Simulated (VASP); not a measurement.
The system is SrO.

```
CELL_PARAMETERS angstrom
4.27003 0.00000 0.00000
-2.13502 3.69796 0.00000
0.00000 0.00000 5.14445
ATOMIC_POSITIONS crystal
Sr 0.33333 0.66667 0.93750
Sr 0.66667 0.33333 0.43750
O 0.33333 0.66667 0.43750
O 0.66667 0.33333 0.93750
```

Base run:

| Item | Value |
| --- | --- |
| Program | VASP 6.6.1 |
| Functional | PBE |
| Potentials or basis | VASP PAW PBE potentials, release 64 (Sr_sv, O) |
| Cutoff | 520 eV |
| k mesh | 6 × 6 × 4 |
| Occupations | gaussian, width 0.01 eV |
| Spin | no spin polarisation |

Its results: band gap on the k mesh 2.64 eV; pressure 1.7 GPa.

Question: The run is repeated on the same cell with these changes: functional from PBE to r2SCAN; further incar settings from ALGO = Normal; EDIFF = 1e-06; NBANDS = 24 to ALGO = Normal; EDIFF = 1e-07; NBANDS = 24. What comes out?

Answer: Band gap on the k mesh 3.02 eV; pressure 0.5 GPa.

Caveats: the PAW data sets were made with another functional, which shifts forces and pressure a little (at least some runs).

